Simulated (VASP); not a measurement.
Si:

```
CELL_PARAMETERS angstrom
4.23076 0.00000 0.00000
-2.11538 3.66395 0.00000
0.00000 0.00000 6.78932
ATOMIC_POSITIONS crystal
Si 0.16622 0.83378 0.83333
Si 0.16622 0.33245 0.50000
Si 0.66755 0.83378 0.16667
Si 0.83378 0.16622 0.83333
Si 0.83378 0.66755 0.50000
Si 0.33245 0.16622 0.16667
```

The cell was built from a structure type or drawn by symmetry, and may not be a known phase.

| Quantity | Value |
| --- | --- |
| Program | VASP 6.6.1 |
| Task | relaxation of cell and atoms |
| Functional | PBE |
| Potentials or basis | VASP PAW PBE potentials, release 64 (Si) |
| Cutoff | 600 eV |
| k mesh | 12 × 12 × 6 |
| Occupations | gaussian, width 0.1 eV |
| Spin | no spin polarisation |

At the start: pressure 0.0 GPa; volume 17.54 Å³/atom.

Problem. How do energy, volume and symmetry change on relaxing?

Solution. Over 9 steps the energy falls by 9.9 meV/atom and the volume is 17.85 Å³/atom (+1.8 %); space group P6_222 (No. 180, to 0.1 Å) before and after.

Step by step:
| step | energy change (eV) | largest force (eV/Å) | pressure (GPa) | volume (Å³) |
| --- | --- | --- | --- | --- |
| 1 | 0.0000 | 0.0630 | 0.05 | 105.24 |
| 2 | -0.0205 | 0.0092 | 0.21 | 105.32 |
| 3 | -0.0464 | 0.0998 | 0.68 | 105.40 |
| 4 | 0.0081 | 0.4440 | 2.30 | 105.32 |
| 5 | -0.0493 | 0.1411 | 0.89 | 105.41 |
| 6 | -0.0581 | 0.0400 | -0.56 | 107.80 |
| 7 | -0.0586 | 0.0614 | -0.30 | 107.35 |
| 8 | -0.0592 | 0.0463 | 0.15 | 106.95 |
| 9 | -0.0596 | 0.0035 | -0.03 | 107.10 |

Final structure:
```xyz
6
Lattice="4.1427 0.0000 0.0000 -2.0713 3.5877 0.0000 0.0000 0.0000 7.2061" Properties=species:S:1:pos:R:3 pbc="T T T"
Si   -1.0375    2.9908    6.0051
Si    0.0000    1.1938    3.6030
Si    1.0375    2.9908    1.2010
Si    3.1088    0.5969    6.0051
Si    2.0713    2.3939    3.6030
Si    1.0339    0.5969    1.2010
```
